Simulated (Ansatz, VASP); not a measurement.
InGaPb3: VASP beside Ansatz

```
CELL_PARAMETERS angstrom
5.84978 0.00000 0.00000
0.00000 5.84978 0.00000
0.00000 0.00000 5.84978
ATOMIC_POSITIONS crystal
In 0.50000 0.50000 0.50000
Ga 0.00000 0.00000 0.00000
Pb 0.00000 0.50000 0.50000
Pb 0.50000 0.00000 0.50000
Pb 0.50000 0.50000 0.00000
```

Change from the starting cell: species swapped into the CdNi3N type (Pm-3m, No. 221).

Alike in both runs: functional PBE; k mesh 4 × 4 × 4; occupations gaussian, width 0.1 eV; no spin polarisation.

Ansatz relaxed the structure, and its values are those at the end. VASP's run is a single point on that final structure, the one shown.

|  | VASP | Ansatz |
| --- | --- | --- |
| version | VASP 6.6.1 | Ansatz 0.2.0 |
| potentials or method | VASP PAW PBE potentials, release 64 (In_d, Ga_d, Pb_d), cutoff 520 eV | scalar-relativistic, plane waves, PAW |
| valence electrons in the cell | 68 | 68 |

VASP gave:

| Item | Value |
| --- | --- |
| gap on the k mesh at the Fermi level (eV) | none |
| pressure (GPa) | 0.0 |

Task: Estimate Ansatz's values.

Result: gap on the k mesh at the Fermi level (eV): none; pressure (GPa): 0.1.

A gap of «none» marks a metal or a gap that the smearing closes.

Spin-orbit coupling is off throughout.
